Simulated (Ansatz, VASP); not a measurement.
# Two plane-wave programs on RbBr

The input INCAR:

```
SYSTEM = RbBr
  PREC = Accurate
  ENCUT = 520
  EDIFF = 1E-6
  ISMEAR = 0
  SIGMA = 0.05
  LREAL = .FALSE.
  LASPH = .TRUE.
  NELM = 60
  ALGO = Normal
  ISIF = 2
  LWAVE = .FALSE.
  LCHARG = .FALSE.
  GGA = PS
  NBANDS = 15
```

KPOINTS

```
regular mesh
0
G
  6 6 6
  0 0 0
```

File POSCAR:

```
RbBr
1.0
    3.9197734350      0.0000000000      0.0000000000
    0.0000000000      3.9197734350      0.0000000000
    0.0000000000      0.0000000000      4.0229253675
Rb Br
1 1
Direct
    0.0000000000      0.0000000000      0.0000000000
    0.5000000000      0.5000000000      0.5000000000
```

Input for Ansatz:

```yaml
crystal:
  lattice:
    - [3.919773435, 0.0, 0.0]
    - [0.0, 3.919773435, 0.0]
    - [0.0, 0.0, 4.0229253675]
  atoms:
    - { symbol: Rb, position: [0.0, 0.0, 0.0] }
    - { symbol: Br, position: [0.5, 0.5, 0.5] }
basis:
  ecutwfc: 420
kpoints:
  mp_grid: { grid: [6, 6, 6] }
hamiltonian:
  xc: pbesol
scf:
  occupations: { method: gaussian, width: 0.05 }
output:
  forces: true
  stress: true
  eigenvalues: true
```

Change from the starting cell: strain -0.050 along x and y, -0.025 along z, atoms carried along.

Alike in both runs: task single point; functional PBEsol; k mesh 6 × 6 × 6; occupations gaussian, width 0.05 eV; no spin polarisation.

```csv
,VASP,Ansatz
version,VASP 6.6.1,Ansatz 0.2.0
potentials or method,"VASP PAW PBE potentials, release 64 (Rb_sv, Br), cutoff 520 eV","scalar-relativistic, plane waves, PAW"
valence electrons in the cell,16,16
```

VASP gave:

| Quantity | Value |
| --- | --- |
| gap on the k mesh at the Fermi level (eV) | 4.31 |
| least direct gap on the mesh (eV) | 4.46 |
| pressure (GPa) | 2.0 |
| traceless stress, the component that is largest in VASP (GPa) | -0.57 |

Question: Which values does Ansatz return?

Answer: gap on the k mesh at the Fermi level (eV): 4.31; least direct gap on the mesh (eV): 4.46; pressure (GPa): 1.9; traceless stress, the component that is largest in VASP (GPa): -0.57.

VASP's potentials were made for PBE, not for PBEsol. The functional is the same, so the differences come from potentials, cutoffs and numerics.
